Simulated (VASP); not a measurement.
A run of VASP 6.6.1 is set up as follows.

INCAR

```
PREC = Accurate ; ENCUT = 520
EDIFF = 1E-6 ; ISMEAR = 0
SIGMA = 0.05 ; LREAL = False
LASPH = True ; NELM = 80
ALGO = Normal ; ISIF = 2
LWAVE = False ; LCHARG = True
GGA = PE ; LELF = True
LVHAR = True ; NBANDS = 16
```

KPOINTS

```
regular mesh
0
Gamma
  12 12 6
```

The input POSCAR:

```
SiC
1.0
    3.0650400263      0.0000000000      0.0000000000
   -1.5325200132      2.6544025264      0.0000000000
    0.0000000000      0.0000000000      5.1636729323
Si C
2 2
Direct
    0.3333333333      0.6666666667      0.0045639005
    0.6666666667      0.3333333333      0.5045639005
    0.3333333333      0.6666666667      0.3953555939
    0.6666666667      0.3333333333      0.8953555939
```

Potentials or basis: VASP PAW PBE potentials, release 64 (Si, C).

Launch:

```console
$ cat potpaw_PBE.64/Si/POTCAR potpaw_PBE.64/C/POTCAR > POTCAR
$ mpirun -np 1 vasp_std > vasp.out
```

Problem. Estimate the largest force.

Solution. 1.225 eV/Å.

Problem. Estimate the band gap on the k mesh.

Solution. 2.38 eV, indirect (least direct gap 4.36 eV).

Problem. Estimate the pressure.

Solution. 1.7 GPa.

Forces on the atoms (eV/Å):
```
Si   0.000  0.000  1.225
Si   0.000  0.000  1.225
C    0.000  0.000 -1.225
C    0.000  0.000 -1.225
```

Caveat: forces of over 1 eV/Å act on the atoms, so gaps and moduli don't describe the material at rest. A k mesh can miss the band edges.
